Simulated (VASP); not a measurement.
AgCl:

```
Ag Cl
1.0
     3.43397    0.00000    0.00000
     0.00000    3.43397    0.00000
     0.00000    0.00000    3.43397
Ag Cl
1 1
Direct
  0.00000 0.00000 0.00000
  0.50000 0.50000 0.50000
```

Program: VASP 6.6.1. Alike in all runs: task single point; no spin polarisation; cell as given; cutoff (eV) 520.

Q: Order these runs on this cell by their band gap on the k mesh, lowest first.
A. level PBE-based screened hybrid; potentials or basis VASP PAW PBE potentials, release 64 (Ag, Cl); k mesh 4 × 4 × 4; smearing fermi-dirac 0.05 eV; grid for exact exchange (PRECFOCK) Normal; share of exact exchange 0.5; screening parameter 0.2 1/Å
B. level LDA; potentials or basis VASP PAW LDA potentials, release 64 (Ag, Cl); k mesh 8 × 8 × 8; smearing gaussian 0.02 eV
C. level PBE-based screened hybrid; potentials or basis VASP PAW PBE potentials, release 64 (Ag, Cl); k mesh 4 × 4 × 4; smearing fermi-dirac 0.05 eV; grid for exact exchange (PRECFOCK) Normal; share of exact exchange 0.4; screening parameter 0.2 1/Å

A: B (0.31 eV), C (2.94 eV), A (3.57 eV).

Caveats: some runs use coarse meshes.

A k mesh can miss the band edges.
